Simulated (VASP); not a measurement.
A run of VASP 6.6.1:

Contents of INCAR:

```
PREC = Accurate
ENCUT = 520
EDIFF = 1E-6
ISMEAR = 0
SIGMA = 0.1
LREAL = False
LASPH = True
NELM = 150
ALGO = Normal
ISIF = 2
LWAVE = False
LCHARG = True
ISPIN = 2
MAGMOM = 0 3 3 3
LORBIT = 11
LMAXMIX = 4
GGA = PE
LELF = True
LVHAR = True
NBANDS = 32
```

File KPOINTS:

```
Automatic mesh
0
Gamma
  6 6 6
```

POSCAR

```
TiCo3
1.0
   -2.3041895300      2.3041895300      2.3041895300
    2.3041895300     -2.3041895300      2.3041895300
    2.3041895300      2.3041895300     -2.3041895300
Ti Co
1 3
Direct
    0.0000000000      0.0000000000      0.0000000000
    0.0000000000      0.5000000000      0.5000000000
    0.5000000000      0.0000000000      0.5000000000
    0.5000000000      0.5000000000      0.0000000000
```

Potentials or basis: VASP PAW PBE potentials, release 64 (Ti_sv, Co).

Launch:

```bash
$ cat potpaw_PBE.64/Ti_sv/POTCAR potpaw_PBE.64/Co/POTCAR > POTCAR
$ mpirun -np 1 vasp_std > vasp.out
```

Hardware: 1 thread of AMD EPYC 7R43 64-Core Processor (Zen 3) (shared host).

Task: Estimate the wall time of this run.

Result: It took 61 s on 1 thread of AMD EPYC 7R43 64-Core Processor (Zen 3), with other jobs on the host, peak memory 0.17 GiB. Counts: scf iterations 16, k points 16.
